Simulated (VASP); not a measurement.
BiP3:

```
Bi P
1.0
     4.31942    0.00000    0.00000
     0.00000    4.31942    0.00000
     0.00000    0.00000    4.31942
Bi P
1 3
Direct
  0.00000 0.00000 0.00000
  0.00000 0.50000 0.50000
  0.50000 0.00000 0.50000
  0.50000 0.50000 0.00000
```

```yaml
Program: VASP 6.6.1
Task: relaxation of cell and atoms
Functional: PBE
Potentials_or_basis: VASP PAW PBE potentials, release 64 (Bi_d, P)
Cutoff: 600 eV
k_mesh: 12 × 12 × 12
Occupations: gaussian, width 0.1 eV
Spin: no spin polarisation
```

At the start: pressure -2.7 GPa; volume 20.15 Å³/atom.

Problem. Where does the relaxation end?

Solution. Over 3 steps the energy falls by 6.6 meV/atom and the volume is 19.40 Å³/atom (-3.7 %); space group Pm-3m (No. 221, to 0.05 Å).

Step by step:
```
step  energy change (eV)  largest force (eV/Å)  pressure (GPa)  volume (Å³)
   1              0.0000                0.0000           -2.73        80.59
   2             -0.0234                0.0000            1.00        76.65
   3             -0.0263                0.0000            0.00        77.60
```

Final structure:
```
Bi P
1.0
     4.26535    0.00000    0.00000
     0.00000    4.26535    0.00000
     0.00000    0.00000    4.26535
Bi P
1 3
Direct
  0.00000 0.00000 0.00000
  0.00000 0.50000 0.50000
  0.50000 0.00000 0.50000
  0.50000 0.50000 0.00000
```
